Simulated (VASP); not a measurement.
# Al (a cell with a defect) in VASP: single point with LDA

Aim: the single point of Al (a cell with a defect) with LDA.

All numbers are computed with VASP 6.6.1; they aren't measurements. Logs are shortened: lines on timing, memory, paths and dates and some standing lists are left out, and cuts for length are marked.

## 1. The cell of the first run

The cell holds a defect, 33 atoms: a = 8.100 Å, b = 8.100 Å, c = 8.100 Å, α = 90.00°, β = 90.00°, γ = 90.00°.

## 2. Single point, LDA

Contents of INCAR:

```
SYSTEM = Al
  PREC = Accurate
  ENCUT = 520
  EDIFF = 1E-6
  ISMEAR = 0
  SIGMA = 0.1
  LREAL = Auto
  LASPH = .TRUE.
  NELM = 80
  ALGO = Normal
  ISIF = 2
  LWAVE = .FALSE.
  LCHARG = .FALSE.
  GGA = CA
  NBANDS = 72
```

Contents of KPOINTS:

```
regular mesh
0
G
  3 3 3
  0 0 0
```

Contents of POSCAR:

```
Al
1.0
    8.1000000000      0.0000000000      0.0000000000
    0.0000000000      8.1000000000      0.0000000000
    0.0000000000      0.0000000000      8.1000000000
Al
33
Direct
    0.5013011111      0.0001824691      0.0006090123
    0.7476711111      0.2509251852     -0.0065040741
    0.7578825926      0.0163448148      0.2507876543
   -0.0030583951      0.0041567901     -0.0030788889
    0.2513040741      0.2494837037     -0.0126383951
    0.5002043210      0.5014367901      0.0020830864
    0.7573016049      0.7498814815     -0.0188737037
    0.2430149383      0.0463646914      0.2426596296
    0.5098383951      0.2491977778      0.2496288889
    0.7572440741      0.4856112346      0.2507419753
    0.4916585185     -0.0089648148      0.4916955556
    0.7456134568      0.2508577778      0.5015851852
    0.7450783951      0.0053545679      0.7449188889
   -0.0023734568      0.4966485185     -0.0023817284
    0.2452988889      0.7511493827     -0.0266535802
   -0.0126100000      0.2494735802      0.2512961728
    0.2427743210      0.4469506173      0.2423976543
    0.5813259259      0.7523230864      0.2368843210
    0.0009301235     -0.0000782716      0.5010844444
    0.2496851852      0.2492133333      0.5095713580
    0.4911746914      0.5089951852      0.4911814815
    0.7544214815      0.7500454321      0.5098571605
    0.2508293827      0.0167295062      0.7580601235
    0.5018074074      0.2508632099      0.7453660494
    0.7450471605      0.4956059259      0.7448853086
   -0.0272650617      0.7511697531      0.2449370370
    0.0024396296      0.5017390123      0.4999593827
    0.2370541975      0.7523553086      0.5829725926
   -0.0064743210      0.2509466667      0.7474613580
    0.2507879012      0.4852779012      0.7574025926
    0.5103261728      0.7500358025      0.7545634568
   -0.0193929630      0.7498632099      0.7576066667
    0.2883866667      0.7451170370      0.2899603704
```

Potentials or basis: VASP PAW LDA potentials, release 64 (Al).

On the command line:

```
$ cat potpaw_LDA.64/Al/POTCAR > POTCAR
$ mpirun -np 1 vasp_std > vasp.out
```

OUTCAR:

```text
SYSTEM = Al
   PREC = Accurate
   ENCUT = 520
   EDIFF = 1E-6
   ISMEAR = 0
   LREAL = Auto
   LASPH = .TRUE.
   NELM = 80
   ISIF = 2
   GGA = CA

 ion  position               nearest neighbor table
   1  0.501  0.000  0.001-  23 2.83  31 2.84   2 2.85  18 2.85   9 2.85   5 2.86  13 2.86   8 2.89
                            24 2.90  15 2.90   7 2.90   3 2.91
   2  0.748  0.251  0.993-  29 2.82   3 2.82  10 2.82  25 2.83  24 2.83  13 2.83   9 2.83  14 2.84
                             4 2.84   1 2.85  16 2.85   6 2.85
   3  0.758  0.016  0.251-  18 2.58  16 2.65   9 2.76  26 2.76  12 2.78   2 2.82   4 2.83  19 2.83
                             1 2.91  11 2.92  22 3.01   7 3.07
   4  0.997  0.004  0.997-  23 2.83   3 2.83  32 2.83   7 2.83   8 2.84   2 2.84  29 2.84   5 2.86
                            16 2.86  26 2.88  15 2.88  13 2.89
   5  0.251  0.249  0.987-  17 2.61   8 2.64  23 2.65  30 2.67  24 2.82  29 2.85   1 2.86   4 2.86
                            14 2.87   6 2.87   9 2.98  16 3.02
   6  0.500  0.501  0.002-  30 2.83  31 2.84   2 2.85  18 2.86   9 2.86   5 2.87  25 2.88  17 2.89
                            10 2.90  15 2.90   7 2.90  24 2.91
   7  0.757  0.750  0.981-  18 2.51  32 2.56  31 2.71  26 2.76  25 2.81  13 2.82  14 2.83   4 2.83
                             6 2.90   1 2.90  10 3.06   3 3.07
   8  0.243  0.046  0.243-  33 2.50   5 2.64  16 2.65   9 2.72  20 2.72   4 2.84  11 2.89   1 2.89
                            19 2.89  15 3.24  26 3.24  17 3.24
   9  0.510  0.249  0.250-  17 2.69   8 2.72   3 2.76  10 2.77  12 2.80   2 2.83   1 2.85   6 2.86
[... 34 lines left out ...]
                            19 2.90  15 3.12  18 3.17   8 3.24  17 3.29
  27  0.002  0.502  0.500-  10 2.83  22 2.84  29 2.85  28 2.86  20 2.86  16 2.87  25 2.88  17 2.89
                            26 2.90  30 2.90  32 2.90  12 2.91
  28  0.237  0.752  0.583-  33 2.41  32 2.51  23 2.57  30 2.59  31 2.61  19 2.85  27 2.86  11 2.92
                            21 2.95  15 3.16
  29  0.994  0.251  0.747-   2 2.82  23 2.82  30 2.82  25 2.82  12 2.83  13 2.83  20 2.83  14 2.84
                             4 2.84  19 2.85   5 2.85  27 2.85
  30  0.251  0.485  0.757-  28 2.59   5 2.67  20 2.77  15 2.77  24 2.78  29 2.82  14 2.83   6 2.83
                            27 2.90  21 2.91  31 3.00  32 3.06
  31  0.510  0.750  0.755-  28 2.61   7 2.71  15 2.78  22 2.80  25 2.81  13 2.81   6 2.84   1 2.84
                            11 2.89  21 2.90  30 3.00  23 3.01
  32  0.981  0.750  0.758-  28 2.51   7 2.56  22 2.72  15 2.77  25 2.81  13 2.82  14 2.83   4 2.83
                            27 2.90  19 2.91  30 3.06  23 3.08
  33  0.288  0.745  0.290-  28 2.41  18 2.41  17 2.47   8 2.50  26 2.58  15 2.59  21 3.00  11 3.06

  LATTYP: Found a simple cubic cell.
 ALAT       =     8.1000000000

  Lattice vectors:

 A1 = (   8.1000000000,   0.0000000000,   0.0000000000)
 A2 = (   0.0000000000,   8.1000000000,   0.0000000000)
 A3 = (   0.0000000000,   0.0000000000,   8.1000000000)

Analysis of symmetry for initial positions (statically):
=====================================================================
 Subroutine PRICEL returns:
 Original cell was already a primitive cell.

 Routine SETGRP: Setting up the symmetry group for a
 simple cubic supercell.

 Subroutine GETGRP returns: Found  1 space group operations
 (whereof  1 operations were pure point group operations)
 out of a pool of 48 trial point group operations.

The static configuration has the point symmetry C_1 .

Analysis of symmetry for dynamics (positions and initial velocities):
=====================================================================
 Subroutine PRICEL returns:
 Original cell was already a primitive cell.

 Routine SETGRP: Setting up the symmetry group for a
 simple cubic supercell.

 Subroutine GETGRP returns: Found  1 space group operations
 (whereof  1 operations were pure point group operations)
 out of a pool of 48 trial point group operations.

The dynamic configuration has the point symmetry C_1 .

 Subroutine INISYM returns: Found  1 space group operations
 (whereof  1 operations are pure point group operations),
 and found     1 'primitive' translations

----------------------------------------------------------------------------------------

                                     Primitive cell

  volume of cell :     531.4410

  direct lattice vectors                    reciprocal lattice vectors
     8.100000000  0.000000000  0.000000000     0.123456790  0.000000000  0.000000000
     0.000000000  8.100000000  0.000000000     0.000000000  0.123456790  0.000000000
     0.000000000  0.000000000  8.100000000     0.000000000  0.000000000  0.123456790

  length of vectors
     8.100000000  8.100000000  8.100000000     0.123456790  0.123456790  0.123456790

  position of ions in fractional coordinates (direct lattice)
     0.501301111  0.000182469  0.000609012
     0.747671111  0.250925185  0.993495926
[... 89 lines left out ...]
 Subroutine IBZKPT returns following result:
 ===========================================

 Found     14 irreducible k-points:

 Following reciprocal coordinates:
            Coordinates               Weight
  0.000000  0.000000  0.000000      1.000000
  0.333333  0.000000  0.000000      2.000000
  0.000000  0.333333  0.000000      2.000000
  0.000000  0.000000  0.333333      2.000000
  0.333333  0.333333  0.000000      2.000000
  0.000000  0.333333  0.333333      2.000000
  0.333333  0.000000  0.333333      2.000000
 -0.333333  0.333333  0.000000      2.000000
 -0.333333  0.000000  0.333333      2.000000
  0.000000 -0.333333  0.333333      2.000000
  0.333333  0.333333  0.333333      2.000000
 -0.333333  0.333333  0.333333      2.000000
 -0.333333 -0.333333  0.333333      2.000000
  0.333333 -0.333333  0.333333      2.000000
   k-points           NKPTS =     14   k-points in BZ     NKDIM =     14   number of bands    NBANDS=     72
   number of dos      NEDOS =    301   number of ions     NIONS =     33
   total plane-waves  NPLWV = 216000
   dimension x,y,z NGX =    60 NGY =   60 NGZ =   60
   dimension x,y,z NGXF=   120 NGYF=  120 NGZF=  120
   ions per type =              33
   NGX,Y,Z   is equivalent  to a cutoff of  12.31, 12.31, 12.31 a.u.
   NGXF,Y,Z  is equivalent  to a cutoff of  24.63, 24.63, 24.63 a.u.
 SYSTEM =  Al
   PREC   = accura    normal or accurate (medium, high low for compatibility)
   ISTART =      0    job   : 0-new  1-cont  2-samecut
   ICHARG =      2    charge: 1-file 2-atom 10-const
   ISPIN  =      1    spin polarized calculation?
   LNONCOLLINEAR =      F non collinear calculations
   LSORBIT =      F    spin-orbit coupling
   LASPH  =      T    aspherical Exc in radial PAW
   ENCUT  =  520.0 eV  38.22 Ry    6.18 a.u.  15.06 15.06 15.06*2*pi/ulx,y,z
   NELM   =     80;   NELMIN=  2; NELMDL= -5     # of ELM steps
   EDIFF  = 0.1E-05   stopping-criterion for ELM
   LREAL  =      T    real-space projection
   EDIFFG = 0.1E-04   stopping-criterion for IOM
   NSW    =      0    number of steps for IOM
   IBRION =     -1    ionic relax: 0-MD 1-quasi-New 2-CG
   NFREE  =      0    steps in history (QN), initial steepest desc. (CG)
   ISIF   =      2    stress and relaxation
   ISYM   =      2    0-nonsym 1-usesym 2-fastsym
   POTIM  = 0.5000    time-step for ionic-motion
   TEBEG  =    0.0;   TEEND  =   0.0 temperature during run
   PSTRESS=    0.0 pullay stress
   NELECT =      99.0000    total number of electrons
   NUPDOWN=      -1.0000    fix difference up-down
   EMIN   =  10.00;   EMAX   =-10.00  energy-range for DOS
   EFERMI =   0.00;   METHOD = LEGACY
   ISMEAR =     0;   SIGMA  =   0.10  broadening in eV -4-tet -1-fermi 0-gaus
   EFERMI_NEDOS =   21; number of points for ismear=-14 and -15
   IALGO  =     38    algorithm
   IMIX   =      4    mixing-type and parameters
     AMIX     =   0.40;   BMIX     =  1.00
     AMIX_MAG =   1.60;   BMIX_MAG =  1.00
  volume/ion in A,a.u.               =      16.10       108.68
  Fermi-wavevector in a.u.,A,eV,Ry     =   0.934978  1.766853 11.894002  0.874184
  Thomas-Fermi vector in A             =   2.061839
   LORBIT       =      0    0 simple, 1 ext, 2 COOP (PROOUT), +10 PAW based schemes
   GGA     = CA    functional components
   LHFCALC =     F    Hartree Fock is set to
   AEXX    =    0.0000 exact exchange contribution
   IVDW    =     0    specifies the selected vdW correction
   LEPSILON=     F    determine dielectric tensor
   LRPA    =     F    only Hartree local field effects (RPA)
 non-spin polarized calculation
 Gauss-broadening in eV      SIGMA  =   0.10
  energy-cutoff  :      520.00
  volume of cell :      531.44
 maximum number of plane-waves:     14358
   NGX = 31   NGY = 31   NGZ = 31

 number of electron      99.0000000 magnetization

 Free energy of the ion-electron system (eV)
  ---------------------------------------------------
  ext. energy  EPLUGINS =         0.00000000
  ---------------------------------------------------
  free energy    TOTEN  =      -136.51847237 eV

  energy without entropy =     -136.48985242  energy(sigma->0) =     -136.50416240

 E-fermi :   8.0582     XC(G=0): -10.4213

 val. band max:        8.0427980011   @ k =   0.0000   0.3333   0.3333
 cond. band min:       8.0612768420   @ k =   0.3333   0.0000   0.3333
 fundamental gap:      0.0184788409
 Fermi energy:         8.0582283056

 k-point     1 :       0.0000    0.0000    0.0000
  band No.  band energies     occupation
      1      -3.2536      2.00000
      2      -1.2493      2.00000
      3      -1.2237      2.00000
      4      -1.0263      2.00000
      5      -0.8774      2.00000
      6      -0.8761      2.00000
[... 885 lines left out ...]
     60       9.6192      0.00000
     61       9.6368      0.00000
 [bands above 61 left out]

------------------------ aborting loop because EDIFF is reached ----------------------------------------

  FORCE on cell =-STRESS in cart. coord.  units (eV):
  Direction    XX          YY          ZZ          XY          YZ          ZX
  --------------------------------------------------------------------------------------
  -------------------------------------------------------------------------------------
  Total        4.7135981      3.3209812      4.7949797      0.1543582      0.1605400     -1.5810631
  in kB       14.2104580     10.0120253     14.4558056      0.4653558      0.4839927     -4.7665562
  external PRESSURE =      12.8927630 kB  Pullay stress =       0.0000000 kB

 VOLUME and BASIS-vectors are now :
 -----------------------------------------------------------------------------
  energy-cutoff  :      520.00
  volume of cell :      531.44
      direct lattice vectors                 reciprocal lattice vectors
     8.100000000  0.000000000  0.000000000     0.123456790  0.000000000  0.000000000
     0.000000000  8.100000000  0.000000000     0.000000000  0.123456790  0.000000000
     0.000000000  0.000000000  8.100000000     0.000000000  0.000000000  0.123456790

 POSITION                                       TOTAL-FORCE (eV/Angst)
 -----------------------------------------------------------------------------------
      4.06054      0.00148      0.00493        -0.002667     -0.021700      0.028342
      6.05614      2.03249      8.04732        -0.009542     -0.000071     -0.001157
      6.13885      0.13239      2.03138        -0.006694      0.001596      0.006775
      8.07523      0.03367      8.07506        -0.010022      0.008780     -0.009741
      2.03556      2.02082      7.99763         0.008945      0.001890     -0.022515
      4.05166      4.06164      0.01687        -0.000637      0.014199      0.024671
[... 25 lines left out ...]
      7.94292      6.07389      6.13661         0.031797      0.002788     -0.010969
      2.33593      6.03545      2.34868        -0.119562      0.021794     -0.120131
 -----------------------------------------------------------------------------------
    total drift:                               -0.004365     -0.009349     -0.005187

  FREE ENERGIE OF THE ION-ELECTRON SYSTEM (eV)
  ---------------------------------------------------
  free  energy   TOTEN  =      -136.5184723741 eV

  energy  without entropy=     -136.4898524171  energy(sigma->0) =     -136.50416240
```

Run time: 4.3 min. Hardware: 1 thread of Intel Xeon 6975P-C (Granite Rapids), shared host; peak memory 0.56 GiB.

Results:

| Property | Result |
| --- | --- |
| Free energy | -136.5185 eV |
| Pressure | 1.3 GPa |
| Largest force | 0.171 eV/Å |
| Band gap on the k mesh | zero (an odd number of electrons rules out a gap without spin polarisation) |

Forces on the atoms (eV/Å):
```
Al  -0.003 -0.022  0.028
Al  -0.010  0.000 -0.001
Al  -0.007  0.002  0.007
Al  -0.010  0.009 -0.010
Al   0.009  0.002 -0.023
Al  -0.001  0.014  0.025
Al  -0.011  0.003  0.027
Al  -0.005  0.057 -0.005
Al   0.010  0.001  0.018
Al   0.002 -0.011  0.009
Al  -0.011 -0.045 -0.010
Al  -0.003  0.001  0.009
Al   0.004  0.003  0.004
Al  -0.004 -0.005 -0.004
Al  -0.022  0.003 -0.076
Al  -0.022  0.002  0.009
Al   0.005 -0.043  0.005
Al  -0.004 -0.019  0.098
Al   0.028 -0.023 -0.003
Al   0.017  0.001  0.010
Al  -0.022  0.060 -0.020
Al   0.033  0.000  0.042
Al   0.006  0.000 -0.006
Al   0.008  0.001 -0.004
Al   0.006 -0.003  0.005
Al  -0.079  0.003 -0.022
Al   0.025  0.015 -0.001
Al   0.098 -0.019 -0.008
Al   0.000  0.000 -0.010
Al   0.009 -0.011  0.003
Al   0.042  0.000  0.034
Al   0.032  0.003 -0.011
Al  -0.120  0.022 -0.120
```

Stress tensor (GPa, compression positive):
```
 1.42  0.05 -0.48
 0.05  1.00  0.05
-0.48  0.05  1.45
```
